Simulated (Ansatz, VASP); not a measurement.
**Two plane-wave programs on B4MoRu**

```
CELL_PARAMETERS angstrom
3.15291 -3.16964 0.00000
3.15291 3.16964 0.00000
0.00000 0.00000 3.06667
ATOMIC_POSITIONS crystal
B 0.80925 0.80925 0.00000
B 0.69826 0.30174 0.50000
B 0.19075 0.19075 0.00000
B 0.30174 0.69826 0.50000
Mo 0.00000 0.00000 0.50000
Ru 0.50000 0.50000 0.00000
```

Change from the starting cell: species swapped into the CrIrO4 type (Cmmm, No. 65).

Alike in both runs: task single point; functional PBE; k mesh 4 × 4 × 6; occupations gaussian, width 0.1 eV; no spin polarisation.

|  | VASP | Ansatz |
| --- | --- | --- |
| version | VASP 6.6.1 | Ansatz 0.2.0 |
| potentials or method | VASP PAW PBE potentials, release 64 (B, Mo_sv, Ru_pv), cutoff 520 eV | scalar-relativistic, plane waves, PAW |
| valence electrons in the cell | 40 | 42 |

VASP gave:

- gap on the k mesh at the Fermi level (eV): none
- rms of the force components (eV/Å): 0.712

Question: What did Ansatz give for the same quantities?

Answer: gap on the k mesh at the Fermi level (eV): none; rms of the force components (eV/Å): 0.707.

Atom by atom the forces differ by 0.006 eV/Å (rms over components). A gap of «none» marks a metal or a gap that the smearing closes. VASP's potentials hold 40 valence electrons a cell and Ansatz's 42, so a difference there can come from the potentials and not from the codes.
